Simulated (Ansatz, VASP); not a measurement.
# SnTe: VASP beside Ansatz

INCAR

```
PREC = Accurate
ENCUT = 520
EDIFF = 1E-6
ISMEAR = 0
SIGMA = 0.1
LREAL = False
LASPH = True
NELM = 100
ALGO = Normal
ISIF = 2
LWAVE = False
LCHARG = False
GGA = PE
NBANDS = 28
```

The input KPOINTS:

```
regular mesh
0
Gamma
  4 4 4
```

File POSCAR:

```
SnTe
1.0
    0.0000000000     -4.5338339672      0.0000000000
    2.2669169836     -2.2669169836     -3.2172387285
    6.8007509507     -2.2669169836      3.2172387285
Sn Te
2 2
Direct
    0.3487337820      0.9537986540      0.3487337820
    0.8487337820      0.4537986540      0.8487337820
    0.0887662180      0.7337013460      0.0887662180
    0.5887662180      0.2337013460      0.5887662180
```

Input for Ansatz:

```yaml
crystal:
  lattice:
    - [0.0, -4.5338339672, 0.0]
    - [2.2669169836, -2.2669169836, -3.2172387285]
    - [6.8007509507, -2.2669169836, 3.2172387285]
  atoms:
    - { symbol: Sn, position: [0.348733782, 0.953798654, 0.348733782] }
    - { symbol: Sn, position: [0.848733782, 0.453798654, 0.848733782] }
    - { symbol: Te, position: [0.088766218, 0.733701346, 0.088766218] }
    - { symbol: Te, position: [0.588766218, 0.233701346, 0.588766218] }
basis:
  ecutwfc: 420
kpoints:
  mp_grid: { grid: [4, 4, 4] }
hamiltonian:
  xc: pbe
scf:
  occupations: { method: gaussian, width: 0.1 }
  lower_state_search: "off"
output:
  forces: true
  stress: true
  eigenvalues: true
```

Alike in both runs: task single point; functional PBE; k mesh 4 × 4 × 4; occupations gaussian, width 0.1 eV; no spin polarisation.

|  | VASP | Ansatz |
| --- | --- | --- |
| version | VASP 6.6.1 | Ansatz 0.2.0 |
| potentials or method | VASP PAW PBE potentials, release 64 (Sn_d, Te), cutoff 520 eV | scalar-relativistic, plane waves, PAW |
| valence electrons in the cell | 40 | 60 |

|  | VASP | Ansatz | Ansatz less VASP |
| --- | --- | --- | --- |
| gap on the k mesh at the Fermi level (eV) | 0.31 | 0.31 | -0.002 |
| least direct gap on the mesh (eV) | 0.31 | 0.31 | -0.002 |
| pressure (GPa) | -0.1 | -0.1 | +0.04 |
| rms of the force components (eV/Å) | 0.051 | 0.052 | +0.0011 |

Atom by atom the forces differ by 0.001 eV/Å (rms over components). VASP's potentials hold 40 valence electrons a cell and Ansatz's 60, so a difference there can come from the potentials and not from the codes.

Spin-orbit coupling is off throughout.
